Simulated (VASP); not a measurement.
# KGeF3 in VASP: further runs

Runs on KGeF3. Level: r2SCAN. Tasks: single point.

Program: VASP 6.6.1. These are calculated values, not measurements. Logs are shortened: lines on timing, memory, paths and dates and some standing lists are left out, and cuts for length are marked.

### 1 The cell of the first run

The structure is cubic, space group Pm-3m (No. 221). Conventional cell: a = 4.388 Å, b = 4.388 Å, c = 4.388 Å, α = 90.00°, β = 90.00°, γ = 90.00°. K (site symmetry m-3m) has 12 F at 3.10 Å and 8 Ge at 3.80 Å within 4.1 Å. Within 2.9 Å of Ge (site symmetry m-3m) lie 6 F at 2.19 Å. F (site symmetry 4/mmm) has 2 Ge at 2.19 Å within 2.9 Å.

### 2 Single point, r2SCAN

Contents of POSCAR:

```
KGeF3
1.0
    4.3875292553      0.0000000000      0.0000000000
    0.0000000000      4.3875292553      0.0000000000
    0.0000000000      0.0000000000      4.3875292553
K Ge F
1 1 3
Direct
    0.0000000000      0.0000000000      0.0000000000
    0.5000000000      0.5000000000      0.5000000000
    0.5000000000      0.5000000000      0.0000000000
    0.5000000000      0.0000000000      0.5000000000
    0.0000000000      0.5000000000      0.5000000000
```

Contents of INCAR.step1:

```
PREC = Accurate
ENCUT = 520
ISMEAR = 0
SIGMA = 0.01
LREAL = False
LASPH = True
NELM = 60
NBANDS = 30
GGA = PE
ALGO = Normal
EDIFF = 1E-4
LWAVE = True
LCHARG = False
```

Contents of INCAR.step2:

```
PREC = Accurate
ENCUT = 520
EDIFF = 1E-7
ISMEAR = 0
SIGMA = 0.01
LREAL = False
LASPH = True
NELM = 60
ALGO = Normal
ISIF = 2
LWAVE = False
LCHARG = False
METAGGA = R2SCAN
LMIXTAU = True
NBANDS = 30
ISTART = 1
```

Contents of KPOINTS:

```
Automatic mesh
0
Gamma
  6 6 6
```

Potentials or basis: VASP PAW PBE potentials, release 64 (K_sv, Ge_d, F).

Launch:

```sh
$ cat potpaw_PBE.64/K_sv/POTCAR potpaw_PBE.64/Ge_d/POTCAR potpaw_PBE.64/F/POTCAR > POTCAR
$ cp INCAR.step1 INCAR
$ mpirun -np 1 vasp_std > vasp.out
$ cp INCAR.step2 INCAR
$ mpirun -np 1 vasp_std > vasp.out
```

OUTCAR:

```text
PREC = Accurate
   ENCUT = 520
   EDIFF = 1E-7
   ISMEAR = 0
   LREAL = False
   LASPH = True
   NELM = 60
   ISIF = 2
   METAGGA = R2SCAN
   ISTART = 1

 ion  position               nearest neighbor table
   1  0.000  0.000  0.000-
   2  0.500  0.500  0.500-   3 2.19   4 2.19   5 2.19   3 2.19   4 2.19   5 2.19
   3  0.500  0.500  0.000-   2 2.19   2 2.19
   4  0.500  0.000  0.500-   2 2.19   2 2.19
   5  0.000  0.500  0.500-   2 2.19   2 2.19

  LATTYP: Found a simple cubic cell.
 ALAT       =     4.3875292553

  Lattice vectors:

 A1 = (   4.3875292553,   0.0000000000,   0.0000000000)
 A2 = (   0.0000000000,   4.3875292553,   0.0000000000)
 A3 = (   0.0000000000,   0.0000000000,   4.3875292553)

Analysis of symmetry for initial positions (statically):
=====================================================================
 Subroutine PRICEL returns:
 Original cell was already a primitive cell.

 Routine SETGRP: Setting up the symmetry group for a
 simple cubic supercell.

 Subroutine GETGRP returns: Found 48 space group operations
 (whereof 48 operations were pure point group operations)
 out of a pool of 48 trial point group operations.

The static configuration has the point symmetry O_h .

Analysis of symmetry for dynamics (positions and initial velocities):
=====================================================================
 Subroutine PRICEL returns:
 Original cell was already a primitive cell.

 Routine SETGRP: Setting up the symmetry group for a
 simple cubic supercell.

 Subroutine GETGRP returns: Found 48 space group operations
 (whereof 48 operations were pure point group operations)
 out of a pool of 48 trial point group operations.

The dynamic configuration has the point symmetry O_h .

 Subroutine INISYM returns: Found 48 space group operations
 (whereof 48 operations are pure point group operations),
 and found     1 'primitive' translations

----------------------------------------------------------------------------------------

                                     Primitive cell

  volume of cell :      84.4618

  direct lattice vectors                    reciprocal lattice vectors
     4.387529255  0.000000000  0.000000000     0.227918708  0.000000000  0.000000000
     0.000000000  4.387529255  0.000000000     0.000000000  0.227918708  0.000000000
     0.000000000  0.000000000  4.387529255     0.000000000  0.000000000  0.227918708

  length of vectors
     4.387529255  4.387529255  4.387529255     0.227918708  0.227918708  0.227918708

  position of ions in fractional coordinates (direct lattice)
     0.000000000  0.000000000  0.000000000
     0.500000000  0.500000000  0.500000000
     0.500000000  0.500000000  0.000000000
     0.500000000  0.000000000  0.500000000
     0.000000000  0.500000000  0.500000000

  ion indices of the primitive-cell ions
   primitive index   ion index
                 1           1
                 2           2
                 3           3
                 4           4
                 5           5

----------------------------------------------------------------------------------------

 KPOINTS: Automatic mesh

Automatic generation of k-mesh.
 Grid dimensions read from file:
 generate k-points for:    6    6    6

 Generating k-lattice:

  Cartesian coordinates                     Fractional coordinates (reciprocal lattice)
     0.037986451  0.000000000  0.000000000     0.166666667  0.000000000  0.000000000
     0.000000000  0.037986451  0.000000000     0.000000000  0.166666667  0.000000000
     0.000000000  0.000000000  0.037986451     0.000000000  0.000000000  0.166666667

  Length of vectors
     0.037986451  0.037986451  0.037986451

  Shift w.r.t. Gamma in fractional coordinates (k-lattice)
     0.000000000  0.000000000  0.000000000

 Subroutine IBZKPT returns following result:
 ===========================================

 Found     20 irreducible k-points:

 Following reciprocal coordinates:
            Coordinates               Weight
  0.000000  0.000000  0.000000      1.000000
  0.166667  0.000000  0.000000      6.000000
  0.333333  0.000000  0.000000      6.000000
  0.500000  0.000000  0.000000      3.000000
  0.166667  0.166667  0.000000     12.000000
  0.333333  0.166667  0.000000     24.000000
[... 12 lines left out ...]
  0.500000  0.500000  0.333333      6.000000
  0.500000  0.500000  0.500000      1.000000
   k-points           NKPTS =     20   k-points in BZ     NKDIM =     20   number of bands    NBANDS=     30
   number of dos      NEDOS =    301   number of ions     NIONS =      5
   total plane-waves  NPLWV =  46656
   dimension x,y,z NGX =    36 NGY =   36 NGZ =   36
   dimension x,y,z NGXF=    72 NGYF=   72 NGZF=   72
   ions per type =               1   1   3
   NGX,Y,Z   is equivalent  to a cutoff of  13.64, 13.64, 13.64 a.u.
   NGXF,Y,Z  is equivalent  to a cutoff of  27.28, 27.28, 27.28 a.u.
 SYSTEM =  unknown system
   PREC   = accura    normal or accurate (medium, high low for compatibility)
   ISTART =      1    job   : 0-new  1-cont  2-samecut
   ICHARG =      0    charge: 1-file 2-atom 10-const
   ISPIN  =      1    spin polarized calculation?
   LNONCOLLINEAR =      F non collinear calculations
   LSORBIT =      F    spin-orbit coupling
   LASPH  =      T    aspherical Exc in radial PAW
   ENCUT  =  520.0 eV  38.22 Ry    6.18 a.u.   8.16  8.16  8.16*2*pi/ulx,y,z
   NELM   =     60;   NELMIN=  2; NELMDL=  0     # of ELM steps
   EDIFF  = 0.1E-06   stopping-criterion for ELM
   LREAL  =      F    real-space projection
   EDIFFG = 0.1E-05   stopping-criterion for IOM
   NSW    =      0    number of steps for IOM
   IBRION =     -1    ionic relax: 0-MD 1-quasi-New 2-CG
   NFREE  =      0    steps in history (QN), initial steepest desc. (CG)
   ISIF   =      2    stress and relaxation
   ISYM   =      2    0-nonsym 1-usesym 2-fastsym
   POTIM  = 0.5000    time-step for ionic-motion
   TEBEG  =    0.0;   TEEND  =   0.0 temperature during run
   PSTRESS=    0.0 pullay stress
   NELECT =      44.0000    total number of electrons
   NUPDOWN=      -1.0000    fix difference up-down
   EMIN   =  10.00;   EMAX   =-10.00  energy-range for DOS
   EFERMI =   0.00;   METHOD = LEGACY
   ISMEAR =     0;   SIGMA  =   0.01  broadening in eV -4-tet -1-fermi 0-gaus
   EFERMI_NEDOS =   21; number of points for ismear=-14 and -15
   IALGO  =     38    algorithm
   IMIX   =      4    mixing-type and parameters
     AMIX     =   0.40;   BMIX     =  1.00
     AMIX_MAG =   1.60;   BMIX_MAG =  1.00
  volume/ion in A,a.u.               =      16.89       114.00
  Fermi-wavevector in a.u.,A,eV,Ry     =   1.317263  2.489265 23.608568  1.735181
  Thomas-Fermi vector in A             =   2.447316
   LORBIT       =      0    0 simple, 1 ext, 2 COOP (PROOUT), +10 PAW based schemes
   METAGGA = R2SCAN    functional components
   LHFCALC =     F    Hartree Fock is set to
   AEXX    =    0.0000 exact exchange contribution
   IVDW    =     0    specifies the selected vdW correction
   LEPSILON=     F    determine dielectric tensor
   LRPA    =     F    only Hartree local field effects (RPA)
 non-spin polarized calculation
 Gauss-broadening in eV      SIGMA  =   0.01
  energy-cutoff  :      520.00
  volume of cell :       84.46
 maximum number of plane-waves:      2301
 NGX is ok and might be reduce to    36
   NGX = 17   NGY = 17   NGZ = 17

 number of electron      43.9999974 magnetization

 Free energy of the ion-electron system (eV)
  ---------------------------------------------------
  ext. energy  EPLUGINS =         0.00000000
  ---------------------------------------------------
  free energy    TOTEN  =       -41.20520347 eV

  energy without entropy =      -41.20520347  energy(sigma->0) =      -41.20520347

 E-fermi :   2.6510     XC(G=0):  -9.4616

 val. band max:        2.4854353909   @ k =   0.5000   0.5000   0.5000
 cond. band min:       4.5167329261   @ k =   0.5000   0.5000   0.5000
 fundamental gap:      2.0312975353
 Fermi energy:         2.6510285246

 k-point     1 :       0.0000    0.0000    0.0000
  band No.  band energies     occupation
      1     -29.8959      2.00000
      2     -24.0758      2.00000
      3     -24.0758      2.00000
      4     -23.6909      2.00000
      5     -23.6909      2.00000
      6     -23.6909      2.00000
[... 22 lines left out ...]
     29       9.6487      0.00000
     30       9.6487      0.00000

 k-point     2 :       0.1667    0.0000    0.0000
  band No.  band energies     occupation
      1     -29.8946      2.00000
      2     -24.0755      2.00000
      3     -24.0385      2.00000
      4     -23.6912      2.00000
      5     -23.6912      2.00000
      6     -23.6909      2.00000
[... 22 lines left out ...]
     29       9.7555      0.00000
     30      10.0287      0.00000

 k-point     3 :       0.3333    0.0000    0.0000
  band No.  band energies     occupation
      1     -29.8919      2.00000
      2     -24.0750      2.00000
      3     -23.9663      2.00000
      4     -23.6918      2.00000
      5     -23.6918      2.00000
      6     -23.6909      2.00000
[... 22 lines left out ...]
     29      10.0046      0.00000
     30      10.7059      0.00000

 k-point     4 :       0.5000    0.0000    0.0000
  band No.  band energies     occupation
      1     -29.8906      2.00000
      2     -24.0747      2.00000
      3     -23.9330      2.00000
      4     -23.6921      2.00000
      5     -23.6921      2.00000
      6     -23.6909      2.00000
[... 22 lines left out ...]
     29      10.1551      0.00000
     30      11.1267      0.00000

 k-point     5 :       0.1667    0.1667    0.0000
  band No.  band energies     occupation
      1     -29.8933      2.00000
      2     -24.0579      2.00000
      3     -24.0155      2.00000
      4     -23.6915      2.00000
      5     -23.6912      2.00000
      6     -23.6912      2.00000
[... 22 lines left out ...]
     29       9.7069      0.00000
     30      10.3208      0.00000
[... 394 lines left out ...]
     29       9.7853      0.00000
     30      10.3893      0.00000

 k-point    18 :       0.5000    0.3333    0.3333
  band No.  band energies     occupation
      1     -29.8847      2.00000
      2     -23.8518      2.00000
      3     -23.7753      2.00000
      4     -23.6930      2.00000
      5     -23.6929      2.00000
      6     -23.6927      2.00000
[... 22 lines left out ...]
     29      10.2471      0.00000
     30      10.5357      0.00000

 k-point    19 :       0.5000    0.5000    0.3333
  band No.  band energies     occupation
      1     -29.8839      2.00000
      2     -23.8176      2.00000
      3     -23.7165      2.00000
      4     -23.6933      2.00000
      5     -23.6930      2.00000
      6     -23.6930      2.00000
[... 22 lines left out ...]
     29      10.2026      0.00000
     30      10.6549      0.00000

 k-point    20 :       0.5000    0.5000    0.5000
  band No.  band energies     occupation
      1     -29.8830      2.00000
      2     -23.7165      2.00000
      3     -23.7165      2.00000
      4     -23.6933      2.00000
      5     -23.6933      2.00000
      6     -23.6933      2.00000
[... 22 lines left out ...]
     29      10.3452      0.00000
     30      10.7506      0.00000

------------------------ aborting loop because EDIFF is reached ----------------------------------------

  FORCE on cell =-STRESS in cart. coord.  units (eV):
  Direction    XX          YY          ZZ          XY          YZ          ZX
  --------------------------------------------------------------------------------------
  -------------------------------------------------------------------------------------
  Total       -0.0970623     -0.0970623     -0.0970623      0.0000000      0.0000000      0.0000000
  in kB       -1.8412014     -1.8412014     -1.8412014      0.0000000      0.0000000      0.0000000
  external PRESSURE =      -1.8412014 kB  Pullay stress =       0.0000000 kB

 VOLUME and BASIS-vectors are now :
 -----------------------------------------------------------------------------
  energy-cutoff  :      520.00
  volume of cell :       84.46
      direct lattice vectors                 reciprocal lattice vectors
     4.387529255  0.000000000  0.000000000     0.227918708  0.000000000  0.000000000
     0.000000000  4.387529255  0.000000000     0.000000000  0.227918708  0.000000000
     0.000000000  0.000000000  4.387529255     0.000000000  0.000000000  0.227918708

 POSITION                                       TOTAL-FORCE (eV/Angst)
 -----------------------------------------------------------------------------------
      0.00000      0.00000      0.00000         0.000000      0.000000      0.000000
      2.19376      2.19376      2.19376         0.000000      0.000000      0.000000
      2.19376      2.19376      0.00000         0.000000      0.000000      0.000000
      2.19376      0.00000      2.19376         0.000000      0.000000      0.000000
      0.00000      2.19376      2.19376         0.000000      0.000000      0.000000
 -----------------------------------------------------------------------------------
    total drift:                                0.000000      0.000000      0.000000

  FREE ENERGIE OF THE ION-ELECTRON SYSTEM (eV)
  ---------------------------------------------------
  free  energy   TOTEN  =       -41.2052034674 eV

  energy  without entropy=      -41.2052034674  energy(sigma->0) =      -41.20520347
```

Run time: 5.5 min. Hardware: 1 thread of Oxide Virtual Turin-like, shared host; peak memory 0.21 GiB.

What came out:

```yaml
Free_energy: -41.2052 eV
Pressure: -0.2 GPa
Band_gap_on_the_k_mesh: 2.03 eV
```

Caveat: the PAW data sets were made with another functional, which shifts forces and pressure a little. A k mesh can miss the band edges.

[end of part 1 of 2]
